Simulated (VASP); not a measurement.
Wanted: the native input for a VASP 6.6.1 run.

```yaml
Task: single point
Functional: PBEsol
Dispersion: D3(BJ)
Potentials_or_basis: VASP PAW PBE potentials, release 64 (Te, Pb_d)
Cutoff: 500 eV
k_mesh: 5 × 5 × 5
Occupations: gaussian, width 0.01 eV
Spin: no spin polarisation
Dipole_correction: no
Further_INCAR_settings: ALGO = Normal; EDIFF = 1e-06; NBANDS = 17
```

The structure of TePb lies in POSCAR:

```
TePb
1.0
    0.0000000000      3.2310000000      3.2310000000
    3.2310000000      0.0000000000      3.2310000000
    3.2310000000      3.2310000000      0.0000000000
Te Pb
1 1
Direct
    0.5000000000      0.5000000000      0.5000000000
    0.0000000000      0.0000000000      0.0000000000
```

These files were run (other wordings do the same):

INCAR

```
PREC = Accurate
ENCUT = 500
EDIFF = 1E-6
ISMEAR = 0
SIGMA = 0.01
LREAL = False
LASPH = True
NELM = 120
ALGO = Normal
ISIF = 2
LWAVE = False
LCHARG = True
GGA = PS
IVDW = 12
LELF = True
LVHAR = True
NBANDS = 17
GGA_COMPAT = False
```

KPOINTS

```
regular mesh
0
Gamma
  5 5 5
```

Potentials or basis: VASP PAW PBE potentials, release 64 (Te, Pb_d).

The run is started by

```console
$ cat potpaw_PBE.64/Te/POTCAR potpaw_PBE.64/Pb_d/POTCAR > POTCAR
$ mpirun -np 1 vasp_std > vasp.out
```

It gave:

| Property | Result |
| --- | --- |
| Pressure | -2.4 GPa |
| Dispersion energy per atom | -0.404 eV |

Caveat: the PAW data sets were made with another functional, which shifts forces and pressure a little.

Wall time 10 s on 1 thread of Intel(R) Xeon(R) 6975P-C (Granite Rapids), with other jobs on the host, peak memory 0.21 GiB.
